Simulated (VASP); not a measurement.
# WC (Qusongite) (P-6m2) in VASP: a series of runs

The runs below take WC (Qusongite) through single point, with PBE.

All numbers are computed with VASP 6.6.1; they aren't measurements. Logs are shortened: lines on timing, memory, paths and dates and some standing lists are left out, and cuts for length are marked.

**1. The cell of the first run**

It takes space group P-6m2 (No. 187, hexagonal). The conventional cell has a = 2.907 Å, b = 2.907 Å, c = 2.837 Å, α = 90.00°, β = 90.00°, γ = 120.00°. W (site symmetry -6m2) has 6 C at 2.20 Å and 2 W at 2.84 Å within 2.9 Å. Within 2.9 Å of C (site symmetry -6m2) lie 6 W at 2.20 Å and 2 C at 2.84 Å.

**2. Single point, PBE**

File INCAR:

```
SYSTEM = WC
  ALGO = Normal
  EDIFF = 1E-6
  ENCUT = 520
  GGA = PE
  ISIF = 2
  ISMEAR = 0
  LASPH = .True.
  LCHARG = .False.
  LREAL = .False.
  LWAVE = .False.
  NBANDS = 16
  NELM = 80
  PREC = Accurate
  SIGMA = 0.011
```

File KPOINTS:

```
k-points
0
Gamma
  10 10 9
  0 0 0
```

File POSCAR:

```
WC
1.0
    2.9065000000      0.0000000000      0.0000000000
   -1.4532500000      2.5171028361      0.0000000000
    0.0000000000      0.0000000000      2.8366000000
W C
1 1
Direct
    0.0000000000      0.0000000000      0.0000000000
    0.6666666667      0.3333333333      0.5000000000
```

Potentials or basis: VASP PAW PBE potentials, release 64 (W_sv, C).

Run with:

```bash
$ cat potpaw_PBE.64/W_sv/POTCAR potpaw_PBE.64/C/POTCAR > POTCAR
$ mpirun -np 1 vasp_std > vasp.out
```

OUTCAR:

```text
SYSTEM = WC
   EDIFF = 1E-6
   ENCUT = 520
   GGA = PE
   ISIF = 2
   ISMEAR = 0
   LASPH = .True.
   LREAL = .False.
   NELM = 80
   PREC = Accurate

 ion  position               nearest neighbor table
   1  0.000  0.000  0.000-   2 2.20   2 2.20   2 2.20   2 2.20   2 2.20   2 2.20
   2  0.667  0.333  0.500-   1 2.20   1 2.20   1 2.20   1 2.20   1 2.20   1 2.20

  LATTYP: Found a hexagonal cell.
 ALAT       =     2.9065000000
 C/A-ratio  =     0.9759504559

  Lattice vectors:

 A1 = (   2.9065000000,   0.0000000000,   0.0000000000)
 A2 = (  -1.4532500000,   2.5171028361,   0.0000000000)
 A3 = (   0.0000000000,   0.0000000000,   2.8366000000)

Analysis of symmetry for initial positions (statically):
=====================================================================
 Subroutine PRICEL returns:
 Original cell was already a primitive cell.

 Routine SETGRP: Setting up the symmetry group for a
 hexagonal supercell.

 Subroutine GETGRP returns: Found 12 space group operations
 (whereof 12 operations were pure point group operations)
 out of a pool of 24 trial point group operations.

The static configuration has the point symmetry D_3h.

Analysis of symmetry for dynamics (positions and initial velocities):
=====================================================================
 Subroutine PRICEL returns:
 Original cell was already a primitive cell.

 Routine SETGRP: Setting up the symmetry group for a
 hexagonal supercell.

 Subroutine GETGRP returns: Found 12 space group operations
 (whereof 12 operations were pure point group operations)
 out of a pool of 24 trial point group operations.

The dynamic configuration has the point symmetry D_3h.

 Subroutine INISYM returns: Found 12 space group operations
 (whereof 12 operations are pure point group operations),
 and found     1 'primitive' translations

----------------------------------------------------------------------------------------

                                     Primitive cell

  volume of cell :      20.7525

  direct lattice vectors                    reciprocal lattice vectors
     2.906500000  0.000000000  0.000000000     0.344056425  0.198641070  0.000000000
    -1.453250000  2.517102836  0.000000000     0.000000000  0.397282139  0.000000000
     0.000000000  0.000000000  2.836600000     0.000000000  0.000000000  0.352534725

  length of vectors
     2.906500000  2.906500000  2.836600000     0.397282139  0.397282139  0.352534725

  position of ions in fractional coordinates (direct lattice)
     0.000000000  0.000000000  0.000000000
     0.666666667  0.333333333  0.500000000

  ion indices of the primitive-cell ions
   primitive index   ion index
                 1           1
                 2           2

----------------------------------------------------------------------------------------

 KPOINTS: k-points

Automatic generation of k-mesh.
 Grid dimensions read from file:
 generate k-points for:   10   10    9

 Generating k-lattice:

  Cartesian coordinates                     Fractional coordinates (reciprocal lattice)
     0.034405643  0.019864107  0.000000000     0.100000000  0.000000000  0.000000000
     0.000000000  0.039728214  0.000000000     0.000000000  0.100000000  0.000000000
     0.000000000  0.000000000  0.039170525     0.000000000  0.000000000  0.111111111

  Length of vectors
     0.039728214  0.039728214  0.039170525

  Shift w.r.t. Gamma in fractional coordinates (k-lattice)
     0.000000000  0.000000000  0.000000000

 Subroutine IBZKPT returns following result:
 ===========================================

 Found     70 irreducible k-points:

 Following reciprocal coordinates:
            Coordinates               Weight
  0.000000  0.000000  0.000000      1.000000
  0.100000  0.000000  0.000000      6.000000
  0.200000  0.000000  0.000000      6.000000
  0.300000  0.000000  0.000000      6.000000
  0.400000  0.000000  0.000000      6.000000
  0.500000  0.000000  0.000000      3.000000
[... 16 lines left out ...]
  0.300000  0.100000  0.111111     24.000000
  0.400000  0.100000  0.111111     24.000000
 [... further k-points ...]
   k-points           NKPTS =     70   k-points in BZ     NKDIM =     70   number of bands    NBANDS=     16
   number of dos      NEDOS =    301   number of ions     NIONS =      2
   total plane-waves  NPLWV =  13824
   dimension x,y,z NGX =    24 NGY =   24 NGZ =   24
   dimension x,y,z NGXF=    48 NGYF=   48 NGZF=   48
   ions per type =               1   1
   NGX,Y,Z   is equivalent  to a cutoff of  13.73, 13.73, 14.07 a.u.
   NGXF,Y,Z  is equivalent  to a cutoff of  27.46, 27.46, 28.13 a.u.
 SYSTEM =  WC
   PREC   = accura    normal or accurate (medium, high low for compatibility)
   ISTART =      0    job   : 0-new  1-cont  2-samecut
   ICHARG =      2    charge: 1-file 2-atom 10-const
   ISPIN  =      1    spin polarized calculation?
   LNONCOLLINEAR =      F non collinear calculations
   LSORBIT =      F    spin-orbit coupling
   LASPH  =      T    aspherical Exc in radial PAW
   ENCUT  =  520.0 eV  38.22 Ry    6.18 a.u.   5.40  5.40  5.27*2*pi/ulx,y,z
   NELM   =     80;   NELMIN=  2; NELMDL= -5     # of ELM steps
   EDIFF  = 0.1E-05   stopping-criterion for ELM
   LREAL  =      F    real-space projection
   EDIFFG = 0.1E-04   stopping-criterion for IOM
   NSW    =      0    number of steps for IOM
   IBRION =     -1    ionic relax: 0-MD 1-quasi-New 2-CG
   NFREE  =      0    steps in history (QN), initial steepest desc. (CG)
   ISIF   =      2    stress and relaxation
   ISYM   =      2    0-nonsym 1-usesym 2-fastsym
   POTIM  = 0.5000    time-step for ionic-motion
   TEBEG  =    0.0;   TEEND  =   0.0 temperature during run
   PSTRESS=    0.0 pullay stress
   NELECT =      18.0000    total number of electrons
   NUPDOWN=      -1.0000    fix difference up-down
   EMIN   =  10.00;   EMAX   =-10.00  energy-range for DOS
   EFERMI =   0.00;   METHOD = LEGACY
   ISMEAR =     0;   SIGMA  =   0.01  broadening in eV -4-tet -1-fermi 0-gaus
   EFERMI_NEDOS =   21; number of points for ismear=-14 and -15
   IALGO  =     38    algorithm
   IMIX   =      4    mixing-type and parameters
     AMIX     =   0.40;   BMIX     =  1.00
     AMIX_MAG =   1.60;   BMIX_MAG =  1.00
  volume/ion in A,a.u.               =      10.38        70.02
  Fermi-wavevector in a.u.,A,eV,Ry     =   1.561262  2.950358 33.164744  2.437540
  Thomas-Fermi vector in A             =   2.664353
   LORBIT       =      0    0 simple, 1 ext, 2 COOP (PROOUT), +10 PAW based schemes
   GGA     = PE    functional components
   LHFCALC =     F    Hartree Fock is set to
   AEXX    =    0.0000 exact exchange contribution
   IVDW    =     0    specifies the selected vdW correction
   LEPSILON=     F    determine dielectric tensor
   LRPA    =     F    only Hartree local field effects (RPA)
 non-spin polarized calculation
 Gauss-broadening in eV      SIGMA  =   0.01
  energy-cutoff  :      520.00
  volume of cell :       20.75
 maximum number of plane-waves:       580
 NGX is ok and might be reduce to    24
   NGX = 11   NGY = 11   NGZ = 11

 number of electron      18.0000000 magnetization

 Free energy of the ion-electron system (eV)
  ---------------------------------------------------
  ext. energy  EPLUGINS =         0.00000000
  ---------------------------------------------------
  free energy    TOTEN  =       -22.44516360 eV

  energy without entropy =      -22.44505668  energy(sigma->0) =      -22.44511014

 E-fermi :  11.0944     XC(G=0): -13.8002

 val. band max:       11.0942709262   @ k =   0.1000   0.0000   0.3333
 cond. band min:      11.1024901243   @ k =   0.4000   0.2000   0.0000
 fundamental gap:      0.0082191980
 Fermi energy:        11.0944323161

 k-point     1 :       0.0000    0.0000    0.0000
  band No.  band energies     occupation
      1     -62.9182      2.00000
      2     -26.9032      2.00000
      3     -26.7959      2.00000
      4     -26.7959      2.00000
      5      -3.3763      2.00000
      6       6.7675      2.00000
[... 8 lines left out ...]
     15      25.4226      0.00000
     16      27.8136      0.00000

 k-point     2 :       0.1000    0.0000    0.0000
  band No.  band energies     occupation
      1     -62.9126      2.00000
      2     -26.8927      2.00000
      3     -26.8777      2.00000
      4     -26.8144      2.00000
      5      -3.1159      2.00000
      6       6.7984      2.00000
[... 8 lines left out ...]
     15      24.9794      0.00000
     16      28.3595      0.00000

 k-point     3 :       0.2000    0.0000    0.0000
  band No.  band energies     occupation
      1     -62.8981      2.00000
      2     -27.0874      2.00000
      3     -26.8650      2.00000
      4     -26.8626      2.00000
      5      -2.3999      2.00000
      6       6.0697      2.00000
[... 8 lines left out ...]
     15      24.7984      0.00000
     16      29.5110      0.00000

 k-point     4 :       0.3000    0.0000    0.0000
  band No.  band energies     occupation
      1     -62.8801      2.00000
      2     -27.3380      2.00000
      3     -26.9215      2.00000
      4     -26.8306      2.00000
      5      -1.4120      2.00000
      6       5.0826      2.00000
[... 8 lines left out ...]
     15      25.7214      0.00000
     16      28.4005      0.00000

 k-point     5 :       0.4000    0.0000    0.0000
  band No.  band energies     occupation
      1     -62.8655      2.00000
      2     -27.5345      2.00000
      3     -26.9687      2.00000
      4     -26.8026      2.00000
      5      -0.4613      2.00000
      6       4.3378      2.00000
[... 8 lines left out ...]
     15      25.0617      0.00000
     16      28.2483      0.00000

 k-point     6 :       0.5000    0.0000    0.0000
  band No.  band energies     occupation
      1     -62.8599      2.00000
      2     -27.6082      2.00000
      3     -26.9866      2.00000
      4     -26.7918      2.00000
      5      -0.0314      2.00000
      6       4.0417      2.00000
[... 8 lines left out ...]
     15      23.9083      0.00000
     16      29.1891      0.00000

 k-point     7 :       0.1000    0.1000    0.0000
  band No.  band energies     occupation
      1     -62.9026      2.00000
      2     -27.0174      2.00000
      3     -26.8736      2.00000
      4     -26.8539      2.00000
      5      -2.6263      2.00000
      6       6.3532      2.00000
[... 8 lines left out ...]
     15      24.7722      0.00000
     16      29.1257      0.00000

 k-point     8 :       0.2000    0.1000    0.0000
  band No.  band energies     occupation
      1     -62.8863      2.00000
      2     -27.2328      2.00000
      3     -26.9219      2.00000
      4     -26.8425      2.00000
      5      -1.7635      2.00000
      6       5.4666      2.00000
[... 8 lines left out ...]
     15      25.2293      0.00000
     16      29.2274      0.00000

 k-point     9 :       0.3000    0.1000    0.0000
  band No.  band energies     occupation
      1     -62.8700      2.00000
      2     -27.4413      2.00000
      3     -26.9900      2.00000
      4     -26.8113      2.00000
      5      -0.7593      2.00000
      6       4.6658      2.00000
[... 8 lines left out ...]
     15      26.1723      0.00000
     16      27.5773      0.00000
[... 172 lines left out ...]
 k-point    19 :       0.4000    0.0000    0.1111
  band No.  band energies     occupation
      1     -62.8608      2.00000
      2     -27.5219      2.00000
      3     -26.9596      2.00000
      4     -26.8865      2.00000
      5      -0.3481      2.00000
      6       4.3052      2.00000
[... 8 lines left out ...]
     15      24.7018      0.00000
     16      28.1089      0.00000

 k-point    20 :       0.5000    0.0000    0.1111
  band No.  band energies     occupation
      1     -62.8553      2.00000
      2     -27.5951      2.00000
      3     -26.9774      2.00000
      4     -26.8750      2.00000
      5       0.0452      2.00000
      6       3.9610      2.00000
[... 8 lines left out ...]
     15      23.9597      0.00000
     16      28.9727      0.00000

 k-point    21 :       0.1000    0.1000    0.1111
  band No.  band energies     occupation
      1     -62.8979      2.00000
      2     -27.0102      2.00000
      3     -26.9603      2.00000
      4     -26.8456      2.00000
      5      -2.3620      2.00000
      6       6.5100      2.00000
[... 8 lines left out ...]
     15      24.5696      0.00000
     16      28.7192      0.00000

 k-point    22 :       0.2000    0.1000    0.1111
  band No.  band energies     occupation
      1     -62.8816      2.00000
      2     -27.2225      2.00000
      3     -26.9289      2.00000
      4     -26.9132      2.00000
      5      -1.5514      2.00000
      6       5.6216      2.00000
[... 8 lines left out ...]
     15      24.7086      0.00000
     16      28.7787      0.00000

 k-point    23 :       0.3000    0.1000    0.1111
  band No.  band energies     occupation
      1     -62.8653      2.00000
      2     -27.4293      2.00000
      3     -26.9808      2.00000
      4     -26.8957      2.00000
      5      -0.6245      2.00000
      6       4.7478      2.00000
[... 8 lines left out ...]
     15      25.3597      0.00000
     16      27.6931      0.00000

 k-point    24 :       0.4000    0.1000    0.1111
  band No.  band energies     occupation
      1     -62.8553      2.00000
      2     -27.5542      2.00000
      3     -27.0222      2.00000
      4     -26.8750      2.00000
      5       0.0587      2.00000
      6       4.1809      2.00000
[... 8 lines left out ...]
     15      24.4774      0.00000
     16      28.5256      0.00000

 [... further k-points ...]
[... 5 lines left out ...]
  --------------------------------------------------------------------------------------
  -------------------------------------------------------------------------------------
  Total        0.8916071      0.8916071      0.8066957      0.0000000      0.0000000      0.0000000
  in kB       68.8358527     68.8358527     62.2803319      0.0000000      0.0000000      0.0000000
  external PRESSURE =      66.6506791 kB  Pullay stress =       0.0000000 kB

 VOLUME and BASIS-vectors are now :
 -----------------------------------------------------------------------------
  energy-cutoff  :      520.00
  volume of cell :       20.75
      direct lattice vectors                 reciprocal lattice vectors
     2.906500000  0.000000000  0.000000000     0.344056425  0.198641070  0.000000000
    -1.453250000  2.517102836  0.000000000     0.000000000  0.397282139  0.000000000
     0.000000000  0.000000000  2.836600000     0.000000000  0.000000000  0.352534725

 POSITION                                       TOTAL-FORCE (eV/Angst)
 -----------------------------------------------------------------------------------
      0.00000      0.00000      0.00000        -0.000000      0.000000      0.000000
      1.45325      0.83903      1.41830         0.000000      0.000000      0.000000
 -----------------------------------------------------------------------------------
    total drift:                                0.000000     -0.000000      0.000000

  FREE ENERGIE OF THE ION-ELECTRON SYSTEM (eV)
  ---------------------------------------------------
  free  energy   TOTEN  =       -22.4451635991 eV

  energy  without entropy=      -22.4450566764  energy(sigma->0) =      -22.44511014
```

Wall time 23 s (1 thread of Intel Xeon 8259CL, shared host); peak memory 0.15 GiB.

Results:

```
Free energy            : -22.4452 eV
Pressure               : 6.7 GPa
Band gap on the k mesh : zero (band 9 reaches 11.73 eV, above the bottom of band 10 at 10.54 eV)
```

Levels at points of the mesh, in eV from the Fermi level:
| k point | band 5 | band 6 | band 7 | band 8 | band 9 | band 10 | band 11 | band 12 | band 13 | band 14 |
| --- | --- | --- | --- | --- | --- | --- | --- | --- | --- | --- |
| (0.00, 0.00, 0.00) | -14.47 | -4.33 | -3.35 | -3.35 | 0.06 | 3.22 | 3.22 | 5.60 | 5.60 | 6.37 |
| (0.50, 0.00, 0.00) | -11.13 | -7.05 | -3.63 | -3.58 | -0.49 | 2.33 | 4.52 | 4.87 | 6.84 | 9.65 |

Caveat: spin-orbit coupling is left out, which moves the levels of the heavy elements.

**3. Single point, PBE**

File INCAR:

```
SYSTEM = WC
PREC = Accurate
ENCUT = 520
EDIFF = 1E-7
ISMEAR = 0
SIGMA = 0.026000000000000002
LREAL = .FALSE.
LASPH = .TRUE.
NELM = 100
ALGO = Normal
ISIF = 2
LWAVE = .FALSE.
LCHARG = .TRUE.
GGA = PE
LELF = .TRUE.
LVHAR = .TRUE.
NBANDS = 16
```

File KPOINTS:

```
regular mesh
0
G
  10 10 9
  0 0 0
```

POSCAR is that of step 2.

Potentials or basis: VASP PAW PBE potentials, release 64 (W_sv, C).

Run with:

```bash
$ cat potpaw_PBE.64/W_sv/POTCAR potpaw_PBE.64/C/POTCAR > POTCAR
$ mpirun -np 1 vasp_std > vasp.out
```

Wall time 25 s (1 thread of Intel Xeon 8259CL, shared host); peak memory 0.16 GiB.

Results (log left out):

```
Free energy            : -22.4453 eV
Pressure               : 6.7 GPa
Band gap on the k mesh : zero (band 9 reaches 11.73 eV, above the bottom of band 10 at 10.54 eV)
```

Stress tensor (GPa, compression positive):
```
6.95 0.00 0.00
0.00 6.95 0.00
0.00 0.00 6.29
```

Levels at points of the mesh, in eV from the Fermi level:
| k point | band 5 | band 6 | band 7 | band 8 | band 9 | band 10 | band 11 | band 12 | band 13 | band 14 |
| --- | --- | --- | --- | --- | --- | --- | --- | --- | --- | --- |
| (0.00, 0.00, 0.00) | -14.47 | -4.32 | -3.34 | -3.34 | 0.07 | 3.22 | 3.22 | 5.61 | 5.61 | 6.37 |
| (0.50, 0.00, 0.00) | -11.12 | -7.05 | -3.63 | -3.58 | -0.49 | 2.33 | 4.52 | 4.88 | 6.84 | 9.65 |

Caveat: spin-orbit coupling is left out, which moves the levels of the heavy elements.
